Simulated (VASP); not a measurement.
# Ir (P6_3/mmc) in VASP: a series of runs

Runs on Ir. Level: RPBE. Tasks: single point.

Program: VASP 6.6.1. These are calculated values, not measurements. Logs are shortened: lines on timing, memory, paths and dates and some standing lists are left out, and cuts for length are marked.

## (1) The cell of the first run

The structure is hexagonal, space group P6_3/mmc (No. 194). The conventional cell has a = 2.760 Å, b = 2.760 Å, c = 4.475 Å, α = 90.00°, β = 90.00°, γ = 120.00°. Ir (site symmetry -6m2) has 12 Ir at 2.75 to 2.76 Å within 3.6 Å.

## (2) Single point, RPBE

File INCAR:

```
PREC     = Accurate       # precision mode
ENCUT    = 520            # plane-wave cutoff, eV
EDIFF    = 1E-7           # SCF threshold, eV
ISMEAR   = -1             # smearing method
SIGMA    = 0.1            # smearing width, eV
LREAL    = F              # projectors in reciprocal space
LASPH    = T              # aspherical terms in the spheres
NELM     = 100            # most SCF steps
ALGO     = Normal         # electronic algorithm
ISIF     = 2              # what is computed and relaxed
LWAVE    = F              # write WAVECAR
LCHARG   = F              # write CHGCAR
GGA      = RP             # functional
NBANDS   = 16             # bands
```

File KPOINTS:

```
regular mesh
0
Gamma
  13 13 7
```

File POSCAR:

```
Ir
1.0
    2.7599121322      0.0000000000      0.0000000000
   -1.3799560661      2.3901540187      0.0000000000
    0.0000000000      0.0000000000      4.4753356895
Ir
2
Direct
    0.3333333333      0.6666666667      0.2500000000
    0.6666666667      0.3333333333      0.7500000000
```

Potentials or basis: VASP PAW PBE potentials, release 64 (Ir).

Launch:

```
> cat potpaw_PBE.64/Ir/POTCAR > POTCAR
> mpirun -np 1 vasp_std > vasp.out
```

OUTCAR:

```text
PREC = Accurate
   ENCUT = 520
   EDIFF = 1E-7
   ISMEAR = -1
   LREAL = F
   LASPH = T
   NELM = 100
   ISIF = 2
   GGA = RP

 ion  position               nearest neighbor table
   1  0.333  0.667  0.250-   2 2.75   2 2.75   2 2.75   2 2.75   2 2.75   2 2.75
   2  0.667  0.333  0.750-   1 2.75   1 2.75   1 2.75   1 2.75   1 2.75   1 2.75

  LATTYP: Found a hexagonal cell.
 ALAT       =     2.7599121322
 C/A-ratio  =     1.6215500622

  Lattice vectors:

 A1 = (   2.7599121322,   0.0000000000,   0.0000000000)
 A2 = (  -1.3799560661,   2.3901540187,   0.0000000000)
 A3 = (   0.0000000000,   0.0000000000,   4.4753356895)

Analysis of symmetry for initial positions (statically):
=====================================================================
 Subroutine PRICEL returns:
 Original cell was already a primitive cell.

 Routine SETGRP: Setting up the symmetry group for a
 hexagonal supercell.

 Subroutine GETGRP returns: Found 24 space group operations
 (whereof 12 operations were pure point group operations)
 out of a pool of 24 trial point group operations.

The static configuration has the point symmetry D_3d.
 The point group associated with its full space group is D_6h.

Analysis of symmetry for dynamics (positions and initial velocities):
=====================================================================
 Subroutine PRICEL returns:
 Original cell was already a primitive cell.

 Routine SETGRP: Setting up the symmetry group for a
 hexagonal supercell.

 Subroutine GETGRP returns: Found 24 space group operations
 (whereof 12 operations were pure point group operations)
 out of a pool of 24 trial point group operations.

The dynamic configuration has the point symmetry D_3d.
 The point group associated with its full space group is D_6h.

 Subroutine INISYM returns: Found 24 space group operations
 (whereof 12 operations are pure point group operations),
 and found     1 'primitive' translations

----------------------------------------------------------------------------------------

                                     Primitive cell

  volume of cell :      29.5221

  direct lattice vectors                    reciprocal lattice vectors
     2.759912132  0.000000000  0.000000000     0.362330376  0.209191540  0.000000000
    -1.379956066  2.390154019  0.000000000     0.000000000  0.418383080  0.000000000
     0.000000000  0.000000000  4.475335689     0.000000000  0.000000000  0.223446925

  length of vectors
     2.759912132  2.759912132  4.475335689     0.418383080  0.418383080  0.223446925

  position of ions in fractional coordinates (direct lattice)
     0.333333333  0.666666667  0.250000000
     0.666666667  0.333333333  0.750000000

  ion indices of the primitive-cell ions
   primitive index   ion index
                 1           1
                 2           2

----------------------------------------------------------------------------------------

 KPOINTS: regular mesh

Automatic generation of k-mesh.
 Grid dimensions read from file:
 generate k-points for:   13   13    7

 Generating k-lattice:

  Cartesian coordinates                     Fractional coordinates (reciprocal lattice)
     0.027871567  0.016091657  0.000000000     0.076923077  0.000000000  0.000000000
     0.000000000  0.032183314  0.000000000     0.000000000  0.076923077  0.000000000
     0.000000000  0.000000000  0.031920989     0.000000000  0.000000000  0.142857143

  Length of vectors
     0.032183314  0.032183314  0.031920989

  Shift w.r.t. Gamma in fractional coordinates (k-lattice)
     0.000000000  0.000000000  0.000000000

 Subroutine IBZKPT returns following result:
 ===========================================

 Found     84 irreducible k-points:

 Following reciprocal coordinates:
            Coordinates               Weight
  0.000000  0.000000  0.000000      1.000000
  0.076923  0.000000  0.000000      6.000000
  0.153846 -0.000000  0.000000      6.000000
  0.230769 -0.000000  0.000000      6.000000
  0.307692 -0.000000  0.000000      6.000000
  0.384615 -0.000000  0.000000      6.000000
[... 16 lines left out ...]
  0.076923  0.000000  0.142857     12.000000
  0.153846 -0.000000  0.142857     12.000000
 [... further k-points ...]
   k-points           NKPTS =     84   k-points in BZ     NKDIM =     84   number of bands    NBANDS=     16
   number of dos      NEDOS =    301   number of ions     NIONS =      2
   total plane-waves  NPLWV =  20736
   dimension x,y,z NGX =    24 NGY =   24 NGZ =   36
   dimension x,y,z NGXF=    48 NGYF=   48 NGZF=   72
   ions per type =               2
   NGX,Y,Z   is equivalent  to a cutoff of  14.46, 14.46, 13.37 a.u.
   NGXF,Y,Z  is equivalent  to a cutoff of  28.91, 28.91, 26.75 a.u.
 SYSTEM =  unknown system
   PREC   = accura    normal or accurate (medium, high low for compatibility)
   ISTART =      0    job   : 0-new  1-cont  2-samecut
   ICHARG =      2    charge: 1-file 2-atom 10-const
   ISPIN  =      1    spin polarized calculation?
   LNONCOLLINEAR =      F non collinear calculations
   LSORBIT =      F    spin-orbit coupling
   LASPH  =      T    aspherical Exc in radial PAW
   ENCUT  =  520.0 eV  38.22 Ry    6.18 a.u.   5.13  5.13  8.32*2*pi/ulx,y,z
   NELM   =    100;   NELMIN=  2; NELMDL= -5     # of ELM steps
   EDIFF  = 0.1E-06   stopping-criterion for ELM
   LREAL  =      F    real-space projection
   EDIFFG = 0.1E-05   stopping-criterion for IOM
   NSW    =      0    number of steps for IOM
   IBRION =     -1    ionic relax: 0-MD 1-quasi-New 2-CG
   NFREE  =      0    steps in history (QN), initial steepest desc. (CG)
   ISIF   =      2    stress and relaxation
   ISYM   =      2    0-nonsym 1-usesym 2-fastsym
   POTIM  = 0.5000    time-step for ionic-motion
   TEBEG  =    0.0;   TEEND  =   0.0 temperature during run
   PSTRESS=    0.0 pullay stress
   NELECT =      18.0000    total number of electrons
   NUPDOWN=      -1.0000    fix difference up-down
   EMIN   =  10.00;   EMAX   =-10.00  energy-range for DOS
   EFERMI =   0.00;   METHOD = LEGACY
   ISMEAR =    -1;   SIGMA  =   0.10  broadening in eV -4-tet -1-fermi 0-gaus
   EFERMI_NEDOS =   21; number of points for ismear=-14 and -15
   IALGO  =     38    algorithm
   IMIX   =      4    mixing-type and parameters
     AMIX     =   0.40;   BMIX     =  1.00
     AMIX_MAG =   1.60;   BMIX_MAG =  1.00
  volume/ion in A,a.u.               =      14.76        99.61
  Fermi-wavevector in a.u.,A,eV,Ry     =   1.388194  2.623306 26.219540  1.927082
  Thomas-Fermi vector in A             =   2.512343
   LORBIT       =      0    0 simple, 1 ext, 2 COOP (PROOUT), +10 PAW based schemes
   GGA     = RP    functional components
   LHFCALC =     F    Hartree Fock is set to
   AEXX    =    0.0000 exact exchange contribution
   IVDW    =     0    specifies the selected vdW correction
   LEPSILON=     F    determine dielectric tensor
   LRPA    =     F    only Hartree local field effects (RPA)
 non-spin polarized calculation
  energy-cutoff  :      520.00
  volume of cell :       29.52
 maximum number of plane-waves:       814
 NGX is ok and might be reduce to    24
   NGX = 11   NGY = 11   NGZ = 17

 number of electron      17.9999998 magnetization

 Free energy of the ion-electron system (eV)
  ---------------------------------------------------
  ext. energy  EPLUGINS =         0.00000000
  ---------------------------------------------------
  free energy    TOTEN  =       -16.26809351 eV

  energy without entropy =      -16.17778682  energy(sigma->0) =      -16.22294017

 E-fermi :   9.8823     XC(G=0): -13.6946

 val. band max:        9.8648452175   @ k =   0.3846  -0.0000   0.1429
 cond. band min:       9.8896357740   @ k =   0.3846   0.2308   0.2857
 fundamental gap:      0.0247905565
 Fermi energy:         9.8823282632

 k-point     1 :       0.0000    0.0000    0.0000
  band No.  band energies     occupation
      1      -0.8849      2.00000
      2       2.1349      2.00000
      3       6.1716      2.00000
      4       6.2691      2.00000
      5       6.2691      2.00000
      6       6.8828      2.00000
[... 8 lines left out ...]
     15      26.2733      0.00000
     16      27.2446      0.00000

 k-point     2 :       0.0769    0.0000    0.0000
  band No.  band energies     occupation
      1      -0.6636      2.00000
      2       2.3305      2.00000
      3       5.8393      2.00000
      4       6.4525      2.00000
      5       6.5538      2.00000
      6       6.7723      2.00000
[... 8 lines left out ...]
     15      26.5594      0.00000
     16      27.5583      0.00000

 k-point     3 :       0.1538   -0.0000    0.0000
  band No.  band energies     occupation
      1      -0.0329      2.00000
      2       2.8369      2.00000
      3       5.4093      2.00000
      4       6.3488      2.00000
      5       6.4270      2.00000
      6       6.9872      2.00000
[... 8 lines left out ...]
     15      27.1074      0.00000
     16      27.3856      0.00000

 k-point     4 :       0.2308   -0.0000    0.0000
  band No.  band energies     occupation
      1       0.8907      2.00000
      2       3.3054      2.00000
      3       5.2022      2.00000
      4       5.2399      2.00000
      5       6.1588      2.00000
      6       6.7821      2.00000
[... 8 lines left out ...]
     15      26.0263      0.00000
     16      26.1427      0.00000
[... 324 lines left out ...]
 k-point    22 :       0.0000    0.0000    0.1429
  band No.  band energies     occupation
      1      -0.6656      2.00000
      2       2.1411      2.00000
      3       6.0724      2.00000
      4       6.1772      2.00000
      5       6.1772      2.00000
      6       6.7728      2.00000
[... 8 lines left out ...]
     15      26.6302      0.00000
     16      27.0581      0.00000

 k-point    23 :       0.0769    0.0000    0.1429
  band No.  band energies     occupation
      1      -0.4478      2.00000
      2       2.3431      2.00000
      3       5.8338      2.00000
      4       6.3017      2.00000
      5       6.3386      2.00000
      6       6.5558      2.00000
[... 8 lines left out ...]
     15      26.9139      0.00000
     16      27.2999      0.00000

 k-point    24 :       0.1538   -0.0000    0.1429
  band No.  band energies     occupation
      1       0.1686      2.00000
      2       2.8710      2.00000
      3       5.4480      2.00000
      4       5.8796      2.00000
      5       6.2892      2.00000
      6       6.7300      2.00000
[... 8 lines left out ...]
     15      26.6860      0.00000
     16      27.2720      0.00000

 [... further k-points ...]

------------------------ aborting loop because EDIFF is reached ----------------------------------------

  FORCE on cell =-STRESS in cart. coord.  units (eV):
  Direction    XX          YY          ZZ          XY          YZ          ZX
  --------------------------------------------------------------------------------------
  -------------------------------------------------------------------------------------
  Total        0.0597045      0.0597045      0.0670557      0.0000000     -0.0000000      0.0000000
  in kB        3.2401905      3.2401905      3.6391449      0.0000000     -0.0000000      0.0000000
  external PRESSURE =       3.3731753 kB  Pullay stress =       0.0000000 kB

 VOLUME and BASIS-vectors are now :
 -----------------------------------------------------------------------------
  energy-cutoff  :      520.00
  volume of cell :       29.52
      direct lattice vectors                 reciprocal lattice vectors
     2.759912132  0.000000000  0.000000000     0.362330376  0.209191540  0.000000000
    -1.379956066  2.390154019  0.000000000     0.000000000  0.418383080  0.000000000
     0.000000000  0.000000000  4.475335689     0.000000000  0.000000000  0.223446925

 POSITION                                       TOTAL-FORCE (eV/Angst)
 -----------------------------------------------------------------------------------
     -0.00000      1.59344      1.11883        -0.000000      0.000000      0.000000
      1.37996      0.79672      3.35650         0.000000     -0.000000      0.000000
 -----------------------------------------------------------------------------------
    total drift:                               -0.000000      0.000000     -0.000000

  FREE ENERGIE OF THE ION-ELECTRON SYSTEM (eV)
  ---------------------------------------------------
  free  energy   TOTEN  =       -16.2680935143 eV

  energy  without entropy=      -16.1777868247  energy(sigma->0) =      -16.22294017
```

Wall time 15 s (1 thread of Intel Xeon 6975P-C (Granite Rapids), shared host); peak memory 0.17 GiB.

Results:

| Property | Result |
| --- | --- |
| Free energy | -16.2681 eV |
| Pressure | 0.3 GPa |
| Band gap on the k mesh | zero (band 9 reaches 10.76 eV, above the bottom of band 10 at 7.61 eV) |

Caveat: the PAW data sets were made with another functional, which shifts forces and pressure a little; spin-orbit coupling is left out, which moves the levels of the heavy elements.

(Part 1 of 2 ends here.)
